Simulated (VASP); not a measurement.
# Ca (Im-3m) in VASP: single point with r2SCAN

Aim: the single point of Ca with r2SCAN.

All numbers are computed with VASP 6.6.1; they aren't measurements. Logs are shortened: lines on timing, memory, paths and dates and some standing lists are left out, and cuts for length are marked.

## Step 1: The cell of the first run

The structure is cubic, space group Im-3m (No. 229). Conventional cell: a = 4.480 Å, b = 4.480 Å, c = 4.480 Å, α = 90.00°, β = 90.00°, γ = 90.00°. Ca (site symmetry m-3m) has 14 Ca at 3.88 to 4.48 Å within 5.1 Å.

## Step 2: Single point, r2SCAN

Input file POSCAR:

```
Ca
1.0
   -2.2400000000      2.2400000000      2.2400000000
    2.2400000000     -2.2400000000      2.2400000000
    2.2400000000      2.2400000000     -2.2400000000
Ca
1
Direct
    0.0000000000      0.0000000000      0.0000000000
```

Input file INCAR.step1:

```
SYSTEM = Ca
PREC = Accurate ; ENCUT = 520
ISMEAR = -1 ; SIGMA = 0.05
LREAL = .False. ; LASPH = .True.
NELM = 80 ; NBANDS = 11
GGA = PE ; ALGO = Normal
EDIFF = 1E-4 ; LWAVE = .True.
LCHARG = .False.
```

Input file INCAR.step2:

```
SYSTEM = Ca
PREC = Accurate ; ENCUT = 520
EDIFF = 1E-7 ; ISMEAR = -1
SIGMA = 0.05 ; LREAL = .False.
LASPH = .True. ; NELM = 80
ALGO = Normal ; ISIF = 2
LWAVE = .False. ; LCHARG = .False.
METAGGA = R2SCAN ; LMIXTAU = .True.
NBANDS = 11 ; ISTART = 1
```

Input file KPOINTS:

```
Automatic mesh
0
Gamma
  8 8 8
  0 0 0
```

Potentials or basis: VASP PAW PBE potentials, release 64 (Ca_sv).

Started as:

```bash
$ cat potpaw_PBE.64/Ca_sv/POTCAR > POTCAR
$ cp INCAR.step1 INCAR
$ mpirun -np 1 vasp_std > vasp.out
$ cp INCAR.step2 INCAR
$ mpirun -np 1 vasp_std > vasp.out
```

OUTCAR:

```text
SYSTEM = Ca
   PREC = Accurate
   ENCUT = 520
   EDIFF = 1E-7
   ISMEAR = -1
   LREAL = .False.
   LASPH = .True.
   NELM = 80
   ISIF = 2
   METAGGA = R2SCAN
   ISTART = 1

 ion  position               nearest neighbor table
   1  0.000  0.000  0.000-

  LATTYP: Found a body centered cubic cell.
 ALAT       =     4.4800000000

  Lattice vectors:

 A1 = (  -2.2400000000,   2.2400000000,   2.2400000000)
 A2 = (   2.2400000000,  -2.2400000000,   2.2400000000)
 A3 = (   2.2400000000,   2.2400000000,  -2.2400000000)

Analysis of symmetry for initial positions (statically):
=====================================================================
 Subroutine PRICEL returns:
 Original cell was already a primitive cell.

 Routine SETGRP: Setting up the symmetry group for a
 body centered cubic supercell.

 Subroutine GETGRP returns: Found 48 space group operations
 (whereof 48 operations were pure point group operations)
 out of a pool of 48 trial point group operations.

The static configuration has the point symmetry O_h .

Analysis of symmetry for dynamics (positions and initial velocities):
=====================================================================
 Subroutine PRICEL returns:
 Original cell was already a primitive cell.

 Routine SETGRP: Setting up the symmetry group for a
 body centered cubic supercell.

 Subroutine GETGRP returns: Found 48 space group operations
 (whereof 48 operations were pure point group operations)
 out of a pool of 48 trial point group operations.

The dynamic configuration has the point symmetry O_h .

 Subroutine INISYM returns: Found 48 space group operations
 (whereof 48 operations are pure point group operations),
 and found     1 'primitive' translations

----------------------------------------------------------------------------------------

                                     Primitive cell

  volume of cell :      44.9577

  direct lattice vectors                    reciprocal lattice vectors
    -2.240000000  2.240000000  2.240000000     0.000000000  0.223214286  0.223214286
     2.240000000 -2.240000000  2.240000000     0.223214286  0.000000000  0.223214286
     2.240000000  2.240000000 -2.240000000     0.223214286  0.223214286  0.000000000

  length of vectors
     3.879793809  3.879793809  3.879793809     0.315672670  0.315672670  0.315672670

  position of ions in fractional coordinates (direct lattice)
     0.000000000  0.000000000  0.000000000

  ion indices of the primitive-cell ions
   primitive index   ion index
                 1           1

----------------------------------------------------------------------------------------

 KPOINTS: Automatic mesh

Automatic generation of k-mesh.
 Grid dimensions read from file:
 generate k-points for:    8    8    8

 Generating k-lattice:

  Cartesian coordinates                     Fractional coordinates (reciprocal lattice)
     0.000000000  0.027901786  0.027901786     0.125000000  0.000000000  0.000000000
     0.027901786  0.000000000  0.027901786     0.000000000  0.125000000  0.000000000
     0.027901786  0.027901786  0.000000000     0.000000000  0.000000000  0.125000000

  Length of vectors
     0.039459084  0.039459084  0.039459084

  Shift w.r.t. Gamma in fractional coordinates (k-lattice)
     0.000000000  0.000000000  0.000000000

 Subroutine IBZKPT returns following result:
 ===========================================

 Found     29 irreducible k-points:

 Following reciprocal coordinates:
            Coordinates               Weight
  0.000000  0.000000  0.000000      1.000000
  0.125000  0.000000  0.000000     12.000000
  0.250000  0.000000  0.000000     12.000000
  0.375000  0.000000  0.000000     12.000000
  0.500000  0.000000  0.000000      6.000000
  0.125000  0.125000  0.000000     24.000000
[... 16 lines left out ...]
 -0.250000  0.250000  0.250000      6.000000
 -0.375000  0.375000  0.250000     24.000000
 [... further k-points ...]
   k-points           NKPTS =     29   k-points in BZ     NKDIM =     29   number of bands    NBANDS=     11
   number of dos      NEDOS =    301   number of ions     NIONS =      1
   total plane-waves  NPLWV =  27000
   dimension x,y,z NGX =    30 NGY =   30 NGZ =   30
   dimension x,y,z NGXF=    60 NGYF=   60 NGZF=   60
   ions per type =               1
   NGX,Y,Z   is equivalent  to a cutoff of  12.85, 12.85, 12.85 a.u.
   NGXF,Y,Z  is equivalent  to a cutoff of  25.71, 25.71, 25.71 a.u.
 SYSTEM =  Ca
   PREC   = accura    normal or accurate (medium, high low for compatibility)
   ISTART =      1    job   : 0-new  1-cont  2-samecut
   ICHARG =      0    charge: 1-file 2-atom 10-const
   ISPIN  =      1    spin polarized calculation?
   LNONCOLLINEAR =      F non collinear calculations
   LSORBIT =      F    spin-orbit coupling
   LASPH  =      T    aspherical Exc in radial PAW
   ENCUT  =  520.0 eV  38.22 Ry    6.18 a.u.   7.21  7.21  7.21*2*pi/ulx,y,z
   NELM   =     80;   NELMIN=  2; NELMDL=  0     # of ELM steps
   EDIFF  = 0.1E-06   stopping-criterion for ELM
   LREAL  =      F    real-space projection
   EDIFFG = 0.1E-05   stopping-criterion for IOM
   NSW    =      0    number of steps for IOM
   IBRION =     -1    ionic relax: 0-MD 1-quasi-New 2-CG
   NFREE  =      0    steps in history (QN), initial steepest desc. (CG)
   ISIF   =      2    stress and relaxation
   ISYM   =      2    0-nonsym 1-usesym 2-fastsym
   POTIM  = 0.5000    time-step for ionic-motion
   TEBEG  =    0.0;   TEEND  =   0.0 temperature during run
   PSTRESS=    0.0 pullay stress
   NELECT =      10.0000    total number of electrons
   NUPDOWN=      -1.0000    fix difference up-down
   EMIN   =  10.00;   EMAX   =-10.00  energy-range for DOS
   EFERMI =   0.00;   METHOD = LEGACY
   ISMEAR =    -1;   SIGMA  =   0.05  broadening in eV -4-tet -1-fermi 0-gaus
   EFERMI_NEDOS =   21; number of points for ismear=-14 and -15
   IALGO  =     38    algorithm
   IMIX   =      4    mixing-type and parameters
     AMIX     =   0.40;   BMIX     =  1.00
     AMIX_MAG =   1.60;   BMIX_MAG =  1.00
  volume/ion in A,a.u.               =      44.96       303.39
  Fermi-wavevector in a.u.,A,eV,Ry     =   0.991913  1.874443 13.386649  0.983891
  Thomas-Fermi vector in A             =   2.123688
   LORBIT       =      0    0 simple, 1 ext, 2 COOP (PROOUT), +10 PAW based schemes
   METAGGA = R2SCAN    functional components
   LHFCALC =     F    Hartree Fock is set to
   AEXX    =    0.0000 exact exchange contribution
   IVDW    =     0    specifies the selected vdW correction
   LEPSILON=     F    determine dielectric tensor
   LRPA    =     F    only Hartree local field effects (RPA)
 non-spin polarized calculation
  energy-cutoff  :      520.00
  volume of cell :       44.96
 maximum number of plane-waves:      1264
 NGX is ok and might be reduce to    30
   NGX = 15   NGY = 15   NGZ = 15

 number of electron      10.0000002 magnetization

 Free energy of the ion-electron system (eV)
  ---------------------------------------------------
  ext. energy  EPLUGINS =         0.00000000
  ---------------------------------------------------
  free energy    TOTEN  =        -7.01657447 eV

  energy without entropy =       -7.00382017  energy(sigma->0) =       -7.01019732

 E-fermi :   1.7632     XC(G=0):  -8.0140

 val. band max:        1.7393197521   @ k =   0.3750   0.1250   0.1250
 cond. band min:       1.7670209287   @ k =   0.5000   0.5000   0.2500
 fundamental gap:      0.0277011766
 Fermi energy:         1.7632083839

 k-point     1 :       0.0000    0.0000    0.0000
  band No.  band energies     occupation
      1     -42.1865      2.00000
      2     -22.2190      2.00000
      3     -22.2189      2.00000
      4     -22.2189      2.00000
      5      -2.4159      2.00000
      6       4.3703      0.00000
      7       4.3703      0.00000
      8       4.3703      0.00000
      9       5.4045      0.00000
     10       5.4045      0.00000
     11      12.2595      0.00000

 k-point     2 :       0.1250    0.0000    0.0000
  band No.  band energies     occupation
      1     -42.1848      2.00000
      2     -22.2365      2.00000
      3     -22.2248      2.00000
      4     -22.2189      2.00000
      5      -2.1333      2.00000
      6       4.1980      0.00000
      7       4.2200      0.00000
      8       4.5754      0.00000
      9       5.2418      0.00000
     10       5.4100      0.00000
     11      11.6841      0.00000

 k-point     3 :       0.2500    0.0000    0.0000
  band No.  band energies     occupation
      1     -42.1806      2.00000
      2     -22.2783      2.00000
      3     -22.2388      2.00000
      4     -22.2189      2.00000
      5      -1.3255      2.00000
      6       3.5488      0.00000
      7       3.8276      0.00000
      8       5.1524      0.00000
      9       5.2238      0.00000
     10       5.4646      0.00000
     11       9.7512      0.00000

 k-point     4 :       0.3750    0.0000    0.0000
  band No.  band energies     occupation
      1     -42.1765      2.00000
      2     -22.3196      2.00000
      3     -22.2528      2.00000
      4     -22.2188      2.00000
      5      -0.1258      2.00000
      6       2.5624      0.00000
      7       3.5051      0.00000
      8       5.3207      0.00000
      9       5.5923      0.00000
     10       5.9376      0.00000
     11       7.9957      0.00000
[... 239 lines left out ...]
 k-point    22 :       0.2500    0.2500    0.2500
  band No.  band energies     occupation
      1     -42.1741      2.00000
      2     -22.2763      2.00000
      3     -22.2762      2.00000
      4     -22.2762      2.00000
      5       2.1860      0.00043
      6       2.1860      0.00043
      7       2.1860      0.00043
      8       5.6956      0.00000
      9       5.7197      0.00000
     10       5.7197      0.00000
     11       7.8033      0.00000

 k-point    23 :      -0.2500    0.2500    0.2500
  band No.  band energies     occupation
      1     -42.1755      2.00000
      2     -22.2798      2.00000
      3     -22.2601      2.00000
      4     -22.2600      2.00000
      5      -0.3381      2.00000
      6       3.4320      0.00000
      7       4.1660      0.00000
      8       4.1660      0.00000
      9       5.2131      0.00000
     10       5.5883      0.00000
     11      10.0604      0.00000

 k-point    24 :      -0.3750    0.3750    0.2500
  band No.  band energies     occupation
      1     -42.1718      2.00000
      2     -22.3067      2.00000
      3     -22.2750      2.00000
      4     -22.2629      2.00000
      5       0.7098      2.00000
      6       2.6696      0.00000
      7       4.1427      0.00000
      8       4.3271      0.00000
      9       5.4380      0.00000
     10       5.8030      0.00000
     11       8.2179      0.00000

 [... further k-points ...]
[... 5 lines left out ...]
  --------------------------------------------------------------------------------------
  -------------------------------------------------------------------------------------
  Total       -0.1616894     -0.1616894     -0.1616894      0.0000000      0.0000000     -0.0000000
  in kB       -5.7621977     -5.7621977     -5.7621977      0.0000000      0.0000000     -0.0000000
  external PRESSURE =      -5.7621977 kB  Pullay stress =       0.0000000 kB

 VOLUME and BASIS-vectors are now :
 -----------------------------------------------------------------------------
  energy-cutoff  :      520.00
  volume of cell :       44.96
      direct lattice vectors                 reciprocal lattice vectors
    -2.240000000  2.240000000  2.240000000     0.000000000  0.223214286  0.223214286
     2.240000000 -2.240000000  2.240000000     0.223214286  0.000000000  0.223214286
     2.240000000  2.240000000 -2.240000000     0.223214286  0.223214286  0.000000000

 POSITION                                       TOTAL-FORCE (eV/Angst)
 -----------------------------------------------------------------------------------
      0.00000      0.00000      0.00000         0.000000     -0.000000      0.000000
 -----------------------------------------------------------------------------------
    total drift:                               -0.000000     -0.000000      0.000000

  FREE ENERGIE OF THE ION-ELECTRON SYSTEM (eV)
  ---------------------------------------------------
  free  energy   TOTEN  =        -7.0165744656 eV

  energy  without entropy=       -7.0038201711  energy(sigma->0) =       -7.01019732
```

Run time: 30 s. Hardware: 1 thread of Intel Xeon 6975P-C (Granite Rapids), shared host; peak memory 0.17 GiB.

What came out:

```yaml
Free_energy: -7.0166 eV
Pressure: -0.6 GPa
Band_gap_on_the_k_mesh: zero (band 5 reaches 2.19 eV, above the bottom of band 6 at 1.61 eV)
```

Caveat: the PAW data sets were made with another functional, which shifts forces and pressure a little.
